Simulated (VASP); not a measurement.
# ScAl3 (P4/mmm) in VASP: further runs

Runs on ScAl3. Level: PBEsol. Tasks: single point.

All numbers are computed with VASP 6.6.1; they aren't measurements. Logs are shortened: lines on timing, memory, paths and dates and some standing lists are left out, and cuts for length are marked.

## (1) The cell of the first run

The structure is tetragonal, space group P4/mmm (No. 123). The conventional cell has a = 3.908 Å, b = 3.908 Å, c = 4.071 Å, α = 90.00°, β = 90.00°, γ = 90.00°. Within 3.6 Å of Sc (site symmetry 4/mmm) lie 12 Al at 2.76 to 2.82 Å. Al (site symmetry mmm) has 8 Al at 2.76 to 2.82 Å and 4 Sc at 2.82 Å within 3.6 Å. Within 3.6 Å of Al (site symmetry 4/mmm) lie 4 Sc at 2.76 Å and 8 Al at 2.82 Å.

## (2) Single point, PBEsol (strain -0.040 along x and y, +0.000 along z)

Contents of INCAR:

```
  PREC = Accurate
  ENCUT = 520
  EDIFF = 1E-7
  ISMEAR = 0
  SIGMA = 0.15
  LREAL = False
  LASPH = True
  NELM = 100
  ALGO = Fast
  ISIF = 2
  LWAVE = False
  LCHARG = False
  GGA = PS
  NBANDS = 18
```

Contents of KPOINTS:

```
Automatic mesh
0
Gamma
  12 12 12
```

Contents of POSCAR:

```
ScAl3
1.0
    3.9084466715      0.0000000000      0.0000000000
    0.0000000000      3.9084466715      0.0000000000
    0.0000000000      0.0000000000      4.0712986161
Sc Al
1 3
Direct
    0.0000000000      0.0000000000      0.0000000000
    0.5000000000      0.0000000000      0.5000000000
    0.0000000000      0.5000000000      0.5000000000
    0.5000000000      0.5000000000      0.0000000000
```

Potentials or basis: VASP PAW PBE potentials, release 64 (Sc_sv, Al).

On the command line:

```sh
> cat potpaw_PBE.64/Sc_sv/POTCAR potpaw_PBE.64/Al/POTCAR > POTCAR
> mpirun -np 1 vasp_std > vasp.out
```

OUTCAR:

```text
PREC = Accurate
   ENCUT = 520
   EDIFF = 1E-7
   ISMEAR = 0
   LREAL = False
   LASPH = True
   NELM = 100
   ISIF = 2
   GGA = PS

 ion  position               nearest neighbor table
   1  0.000  0.000  0.000-   4 2.76   4 2.76   4 2.76   4 2.76   3 2.82   3 2.82   3 2.82   3 2.82
                             2 2.82   2 2.82   2 2.82   2 2.82
   2  0.500  0.000  0.500-   3 2.76   3 2.76   3 2.76   3 2.76   4 2.82   1 2.82   4 2.82   4 2.82
                             1 2.82   4 2.82   1 2.82   1 2.82
   3  0.000  0.500  0.500-   2 2.76   2 2.76   2 2.76   2 2.76   4 2.82   1 2.82   1 2.82   1 2.82
                             4 2.82   4 2.82   4 2.82   1 2.82
   4  0.500  0.500  0.000-   1 2.76   1 2.76   1 2.76   1 2.76   3 2.82   2 2.82   2 2.82   2 2.82
                             3 2.82   3 2.82   3 2.82   2 2.82

  LATTYP: Found a simple tetragonal cell.
 ALAT       =     3.9084466715
 C/A-ratio  =     1.0416666667

  Lattice vectors:

 A1 = (   3.9084466715,   0.0000000000,   0.0000000000)
 A2 = (   0.0000000000,   3.9084466715,   0.0000000000)
 A3 = (   0.0000000000,   0.0000000000,   4.0712986161)

Analysis of symmetry for initial positions (statically):
=====================================================================
 Subroutine PRICEL returns:
 Original cell was already a primitive cell.

 Routine SETGRP: Setting up the symmetry group for a
 simple tetragonal supercell.

 Subroutine GETGRP returns: Found 16 space group operations
 (whereof 16 operations were pure point group operations)
 out of a pool of 16 trial point group operations.

The static configuration has the point symmetry D_4h.

Analysis of symmetry for dynamics (positions and initial velocities):
=====================================================================
 Subroutine PRICEL returns:
 Original cell was already a primitive cell.

 Routine SETGRP: Setting up the symmetry group for a
 simple tetragonal supercell.

 Subroutine GETGRP returns: Found 16 space group operations
 (whereof 16 operations were pure point group operations)
 out of a pool of 16 trial point group operations.

The dynamic configuration has the point symmetry D_4h.

 Subroutine INISYM returns: Found 16 space group operations
 (whereof 16 operations are pure point group operations),
 and found     1 'primitive' translations

----------------------------------------------------------------------------------------

                                     Primitive cell

  volume of cell :      62.1930

  direct lattice vectors                    reciprocal lattice vectors
     3.908446672  0.000000000  0.000000000     0.255856120  0.000000000  0.000000000
     0.000000000  3.908446672  0.000000000     0.000000000  0.255856120  0.000000000
     0.000000000  0.000000000  4.071298616     0.000000000  0.000000000  0.245621875

  length of vectors
     3.908446672  3.908446672  4.071298616     0.255856120  0.255856120  0.245621875

  position of ions in fractional coordinates (direct lattice)
     0.000000000  0.000000000  0.000000000
     0.500000000  0.000000000  0.500000000
     0.000000000  0.500000000  0.500000000
     0.500000000  0.500000000  0.000000000

  ion indices of the primitive-cell ions
   primitive index   ion index
                 1           1
                 2           2
                 3           3
                 4           4

----------------------------------------------------------------------------------------

 KPOINTS: Automatic mesh

Automatic generation of k-mesh.
 Grid dimensions read from file:
 generate k-points for:   12   12   12

 Generating k-lattice:

  Cartesian coordinates                     Fractional coordinates (reciprocal lattice)
     0.021321343  0.000000000  0.000000000     0.083333333  0.000000000  0.000000000
     0.000000000  0.021321343  0.000000000     0.000000000  0.083333333  0.000000000
     0.000000000  0.000000000  0.020468490     0.000000000  0.000000000  0.083333333

  Length of vectors
     0.021321343  0.021321343  0.020468490

  Shift w.r.t. Gamma in fractional coordinates (k-lattice)
     0.000000000  0.000000000  0.000000000

 Subroutine IBZKPT returns following result:
 ===========================================

 Found    196 irreducible k-points:

 Following reciprocal coordinates:
            Coordinates               Weight
  0.000000  0.000000  0.000000      1.000000
  0.083333  0.000000  0.000000      4.000000
  0.166667  0.000000  0.000000      4.000000
  0.250000  0.000000  0.000000      4.000000
  0.333333  0.000000  0.000000      4.000000
  0.416667  0.000000  0.000000      4.000000
[... 16 lines left out ...]
  0.333333  0.333333  0.000000      4.000000
  0.416667  0.333333  0.000000      8.000000
 [... further k-points ...]
   k-points           NKPTS =    196   k-points in BZ     NKDIM =    196   number of bands    NBANDS=     18
   number of dos      NEDOS =    301   number of ions     NIONS =      4
   total plane-waves  NPLWV =  27000
   dimension x,y,z NGX =    30 NGY =   30 NGZ =   30
   dimension x,y,z NGXF=    60 NGYF=   60 NGZF=   60
   ions per type =               1   3
   NGX,Y,Z   is equivalent  to a cutoff of  12.76, 12.76, 12.25 a.u.
   NGXF,Y,Z  is equivalent  to a cutoff of  25.52, 25.52, 24.50 a.u.
 SYSTEM =  unknown system
   PREC   = accura    normal or accurate (medium, high low for compatibility)
   ISTART =      0    job   : 0-new  1-cont  2-samecut
   ICHARG =      2    charge: 1-file 2-atom 10-const
   ISPIN  =      1    spin polarized calculation?
   LNONCOLLINEAR =      F non collinear calculations
   LSORBIT =      F    spin-orbit coupling
   LASPH  =      T    aspherical Exc in radial PAW
   ENCUT  =  520.0 eV  38.22 Ry    6.18 a.u.   7.27  7.27  7.57*2*pi/ulx,y,z
   NELM   =    100;   NELMIN=  2; NELMDL= -5     # of ELM steps
   EDIFF  = 0.1E-06   stopping-criterion for ELM
   LREAL  =      F    real-space projection
   EDIFFG = 0.1E-05   stopping-criterion for IOM
   NSW    =      0    number of steps for IOM
   IBRION =     -1    ionic relax: 0-MD 1-quasi-New 2-CG
   NFREE  =      0    steps in history (QN), initial steepest desc. (CG)
   ISIF   =      2    stress and relaxation
   ISYM   =      2    0-nonsym 1-usesym 2-fastsym
   POTIM  = 0.5000    time-step for ionic-motion
   TEBEG  =    0.0;   TEEND  =   0.0 temperature during run
   PSTRESS=    0.0 pullay stress
   NELECT =      20.0000    total number of electrons
   NUPDOWN=      -1.0000    fix difference up-down
   EMIN   =  10.00;   EMAX   =-10.00  energy-range for DOS
   EFERMI =   0.00;   METHOD = LEGACY
   ISMEAR =     0;   SIGMA  =   0.15  broadening in eV -4-tet -1-fermi 0-gaus
   EFERMI_NEDOS =   21; number of points for ismear=-14 and -15
   IALGO  =     68    algorithm
   IMIX   =      4    mixing-type and parameters
     AMIX     =   0.40;   BMIX     =  1.00
     AMIX_MAG =   1.60;   BMIX_MAG =  1.00
  volume/ion in A,a.u.               =      15.55       104.92
  Fermi-wavevector in a.u.,A,eV,Ry     =   1.121599  2.119515 17.115924  1.257985
  Thomas-Fermi vector in A             =   2.258254
   LORBIT       =      0    0 simple, 1 ext, 2 COOP (PROOUT), +10 PAW based schemes
   GGA     = PS    functional components
   LHFCALC =     F    Hartree Fock is set to
   AEXX    =    0.0000 exact exchange contribution
   IVDW    =     0    specifies the selected vdW correction
   LEPSILON=     F    determine dielectric tensor
   LRPA    =     F    only Hartree local field effects (RPA)
 non-spin polarized calculation
 RMM-DIIS sequential band-by-band and
 Gauss-broadening in eV      SIGMA  =   0.15
  energy-cutoff  :      520.00
  volume of cell :       62.19
 maximum number of plane-waves:      1700
 NGX is ok and might be reduce to    30
   NGX = 15   NGY = 15   NGZ = 15

 number of electron      19.9999998 magnetization

 Free energy of the ion-electron system (eV)
  ---------------------------------------------------
  ext. energy  EPLUGINS =         0.00000000
  ---------------------------------------------------
  free energy    TOTEN  =       -20.58866156 eV

  energy without entropy =      -20.57452373  energy(sigma->0) =      -20.58159265

 E-fermi :   8.0645     XC(G=0): -10.8718

 val. band max:        8.0600868332   @ k =   0.2500   0.1667   0.0833
 cond. band min:       8.0663546004   @ k =   0.2500   0.0000   0.4167
 fundamental gap:      0.0062677672
 Fermi energy:         8.0645080140

 k-point     1 :       0.0000    0.0000    0.0000
  band No.  band energies     occupation
      1     -40.3548      2.00000
      2     -19.2120      2.00000
      3     -19.1832      2.00000
      4     -19.1832      2.00000
      5      -2.4449      2.00000
      6       5.0985      2.00000
[... 10 lines left out ...]
     17      13.8648      0.00000
     18      13.8859      0.00000

 k-point     2 :       0.0833    0.0000    0.0000
  band No.  band energies     occupation
      1     -40.3546      2.00000
      2     -19.2117      2.00000
      3     -19.1871      2.00000
      4     -19.1829      2.00000
      5      -2.3736      2.00000
      6       4.8330      2.00000
[... 10 lines left out ...]
     17      13.8318      0.00000
     18      13.9968      0.00000

 k-point     3 :       0.1667    0.0000    0.0000
  band No.  band energies     occupation
      1     -40.3541      2.00000
      2     -19.2108      2.00000
      3     -19.1979      2.00000
      4     -19.1821      2.00000
      5      -2.1614      2.00000
      6       3.9007      2.00000
[... 10 lines left out ...]
     17      14.0879      0.00000
     18      14.1025      0.00000

 k-point     4 :       0.2500    0.0000    0.0000
  band No.  band energies     occupation
      1     -40.3534      2.00000
      2     -19.2126      2.00000
      3     -19.2096      2.00000
      4     -19.1809      2.00000
      5      -1.8135      2.00000
      6       2.8744      2.00000
[... 375 lines left out ...]
      4     -19.2048      2.00000
      5       0.1240      2.00000
      6       1.1034      2.00000
[... 10 lines left out ...]
     17      13.7804      0.00000
     18      13.8246      0.00000

 k-point    23 :       0.3333    0.3333    0.0000
  band No.  band energies     occupation
      1     -40.3508      2.00000
      2     -19.2222      2.00000
      3     -19.2204      2.00000
      4     -19.2048      2.00000
      5      -0.3398      2.00000
      6       2.7205      2.00000
[... 10 lines left out ...]
     17      12.7239      0.00000
     18      14.9716      0.00000

 k-point    24 :       0.4167    0.3333    0.0000
  band No.  band energies     occupation
      1     -40.3503      2.00000
      2     -19.2314      2.00000
      3     -19.2198      2.00000
      4     -19.2039      2.00000
      5       0.1514      2.00000
      6       1.9865      2.00000
[... 10 lines left out ...]
     17      12.8297      0.00000
     18      14.6622      0.00000

 [... further k-points ...]

------------------------ aborting loop because EDIFF is reached ----------------------------------------

  FORCE on cell =-STRESS in cart. coord.  units (eV):
  Direction    XX          YY          ZZ          XY          YZ          ZX
  --------------------------------------------------------------------------------------
  -------------------------------------------------------------------------------------
  Total        4.5488491      4.5488491      1.6106732      0.0000000     -0.0000000      0.0000000
  in kB      117.1846626    117.1846626     41.4931770      0.0000000     -0.0000000      0.0000000
  external PRESSURE =      91.9541674 kB  Pullay stress =       0.0000000 kB

 VOLUME and BASIS-vectors are now :
 -----------------------------------------------------------------------------
  energy-cutoff  :      520.00
  volume of cell :       62.19
      direct lattice vectors                 reciprocal lattice vectors
     3.908446672  0.000000000  0.000000000     0.255856120  0.000000000  0.000000000
     0.000000000  3.908446672  0.000000000     0.000000000  0.255856120  0.000000000
     0.000000000  0.000000000  4.071298616     0.000000000  0.000000000  0.245621875

 POSITION                                       TOTAL-FORCE (eV/Angst)
 -----------------------------------------------------------------------------------
      0.00000      0.00000      0.00000         0.000000      0.000000      0.000000
      1.95422      0.00000      2.03565         0.000000      0.000000      0.000000
      0.00000      1.95422      2.03565         0.000000      0.000000      0.000000
      1.95422      1.95422      0.00000         0.000000      0.000000      0.000000
 -----------------------------------------------------------------------------------
    total drift:                               -0.000000     -0.000000      0.000000

  FREE ENERGIE OF THE ION-ELECTRON SYSTEM (eV)
  ---------------------------------------------------
  free  energy   TOTEN  =       -20.5886615637 eV

  energy  without entropy=      -20.5745237270  energy(sigma->0) =      -20.58159265
```

Wall time 2.1 min (1 thread of AMD EPYC 9R45 (Zen 5), shared host); peak memory 0.29 GiB.

Results:

```
Free energy            : -20.5887 eV
Pressure               : 9.2 GPa
Band gap on the k mesh : zero (bands 10 and 11 overlap by 4.27 eV)
```

Caveat: the cell differs from its parent crystal (strain -0.040 along x and y, +0.000 along z); the stress differs along the axes, from 4 to 12 GPa; the PAW data sets were made with another functional, which shifts forces and pressure a little.

## (3) Single point, PBEsol (strain +0.000 along x and y, -0.040 along z)

Contents of INCAR:

```
ALGO = Fast
EDIFF = 1E-6
ENCUT = 520
GGA = PS
ISIF = 2
ISMEAR = 0
LASPH = True
LCHARG = True
LELF = True
LREAL = False
LVHAR = True
LWAVE = False
NBANDS = 18
NELM = 100
PREC = Accurate
SIGMA = 0.15
```

Contents of KPOINTS:

```
k-points
0
Gamma
  12 12 12
```

Contents of POSCAR:

```
ScAl3
1.0
    4.0712986161      0.0000000000      0.0000000000
    0.0000000000      4.0712986161      0.0000000000
    0.0000000000      0.0000000000      3.9084466715
Sc Al
1 3
Direct
    0.0000000000      0.0000000000      0.0000000000
    0.5000000000      0.0000000000      0.5000000000
    0.0000000000      0.5000000000      0.5000000000
    0.5000000000      0.5000000000      0.0000000000
```

Potentials or basis: VASP PAW PBE potentials, release 64 (Sc_sv, Al).

On the command line:

```sh
> cat potpaw_PBE.64/Sc_sv/POTCAR potpaw_PBE.64/Al/POTCAR > POTCAR
> mpirun -np 1 vasp_std > vasp.out
```

OUTCAR:

```text
EDIFF = 1E-6
   ENCUT = 520
   GGA = PS
   ISIF = 2
   ISMEAR = 0
   LASPH = True
   LREAL = False
   NELM = 100
   PREC = Accurate

 ion  position               nearest neighbor table
   1  0.000  0.000  0.000-   2 2.82   3 2.82   2 2.82   3 2.82   3 2.82   3 2.82   2 2.82   2 2.82
                             4 2.88   4 2.88   4 2.88   4 2.88
   2  0.500  0.000  0.500-   1 2.82   4 2.82   1 2.82   4 2.82   4 2.82   4 2.82   1 2.82   1 2.82
                             3 2.88   3 2.88   3 2.88   3 2.88
[... 711 lines left out ...]
  --------------------------------------------------------------------------------------
  -------------------------------------------------------------------------------------
  Total        0.8780075      0.8780075      3.4488169      0.0000000      0.0000000     -0.0000000
  in kB       21.7139445     21.7139445     85.2924540      0.0000000      0.0000000     -0.0000000
  external PRESSURE =      42.9067810 kB  Pullay stress =       0.0000000 kB

 VOLUME and BASIS-vectors are now :
 -----------------------------------------------------------------------------
  energy-cutoff  :      520.00
  volume of cell :       64.78
      direct lattice vectors                 reciprocal lattice vectors
     4.071298616  0.000000000  0.000000000     0.245621875  0.000000000  0.000000000
     0.000000000  4.071298616  0.000000000     0.000000000  0.245621875  0.000000000
     0.000000000  0.000000000  3.908446672     0.000000000  0.000000000  0.255856120

 POSITION                                       TOTAL-FORCE (eV/Angst)
 -----------------------------------------------------------------------------------
      0.00000      0.00000      0.00000         0.000000      0.000000      0.000000
      2.03565      0.00000      1.95422         0.000000      0.000000      0.000000
      0.00000      2.03565      1.95422         0.000000      0.000000      0.000000
      2.03565      2.03565      0.00000         0.000000      0.000000      0.000000
 -----------------------------------------------------------------------------------
    total drift:                               -0.000000     -0.000000      0.000000

  FREE ENERGIE OF THE ION-ELECTRON SYSTEM (eV)
  ---------------------------------------------------
  free  energy   TOTEN  =       -20.6997994941 eV

  energy  without entropy=      -20.6858061410  energy(sigma->0) =      -20.69280282
```

OSZICAR:

```text
N       E                     dE             d eps       ncg     rms          rms(c)
DAV:   1     0.108451014142E+03    0.10845E+03   -0.82669E+03  7080   0.101E+03
DAV:   2    -0.167907387241E+02   -0.12524E+03   -0.12222E+03  7088   0.293E+02
DAV:   3    -0.215875267011E+02   -0.47968E+01   -0.46411E+01 10614   0.560E+01
DAV:   4    -0.217056721827E+02   -0.11815E+00   -0.11777E+00 10952   0.891E+00
DAV:   5    -0.217074369654E+02   -0.17648E-02   -0.17646E-02 10288   0.960E-01    0.101E+01
RMM:   6    -0.206641856822E+02    0.10433E+01   -0.17136E+00  7285   0.150E+01    0.316E+00
RMM:   7    -0.207550191772E+02   -0.90833E-01   -0.21394E+00  9747   0.667E+00    0.151E+00
RMM:   8    -0.207017610022E+02    0.53258E-01   -0.11872E-01  8477   0.408E+00    0.175E+00
RMM:   9    -0.207034054036E+02   -0.16444E-02   -0.81547E-02 10365   0.180E+00    0.627E-01
RMM:  10    -0.206994063144E+02    0.39991E-02   -0.10565E-02  8750   0.117E+00    0.156E-01
RMM:  11    -0.206998590134E+02   -0.45270E-03   -0.52771E-03  9615   0.459E-01    0.518E-02
RMM:  12    -0.206998426526E+02    0.16361E-04   -0.11146E-03 10768   0.264E-01    0.761E-02
RMM:  13    -0.206998625548E+02   -0.19902E-04   -0.13793E-04 10239   0.804E-02    0.101E-01
RMM:  14    -0.206997978402E+02    0.64715E-04   -0.10210E-04  9808   0.112E-01    0.810E-02
RMM:  15    -0.206998004477E+02   -0.26075E-05   -0.31211E-05  9344   0.368E-02    0.628E-02
RMM:  16    -0.206998025129E+02   -0.20652E-05   -0.43378E-06  8105   0.259E-02    0.546E-02
RMM:  17    -0.206998000483E+02    0.24646E-05   -0.19533E-06  7366   0.175E-02    0.474E-02
RMM:  18    -0.206997994941E+02    0.55423E-06   -0.11427E-06  6615   0.116E-02
   1 F= -.20699799E+02 E0= -.20692803E+02  d E =-.139934E-01
```

Run time: 2.1 min. Hardware: 1 thread of AMD EPYC 9R45 (Zen 5), shared host; peak memory 0.3 GiB.

Results:

```
Free energy            : -20.6998 eV
Pressure               : 4.3 GPa
Band gap on the k mesh : zero (bands 10 and 11 overlap by 3.81 eV)
```

Levels at points of the mesh, in eV from the Fermi level:
```tsv
k point	band 7	band 8	band 9	band 10	band 11	band 12	band 13	band 14
(0.00, 0.00, 0.00)	-2.50	-2.02	-2.02	-1.42	1.21	1.22	1.38	1.38
(0.50, 0.00, 0.00)	-1.98	-1.56	-1.50	0.90	0.92	1.44	1.71	1.72
(0.50, 0.50, 0.00)	-5.83	-4.49	-0.37	-0.37	1.50	1.74	2.04	2.47
(0.00, 0.00, 0.50)	-1.90	-1.90	-1.69	0.95	0.95	1.03	1.32	1.66
(0.50, 0.00, 0.50)	-5.57	-4.50	-0.73	-0.61	1.10	1.26	2.16	2.80
(0.50, 0.50, 0.50)	-4.85	-4.67	-3.06	-3.06	-2.86	1.03	2.62	2.90
```

Caveat: the cell differs from its parent crystal (strain +0.000 along x and y, -0.040 along z); the stress differs along the axes, from 2 to 9 GPa; the PAW data sets were made with another functional, which shifts forces and pressure a little.

(Continued in part 2 of 2.)
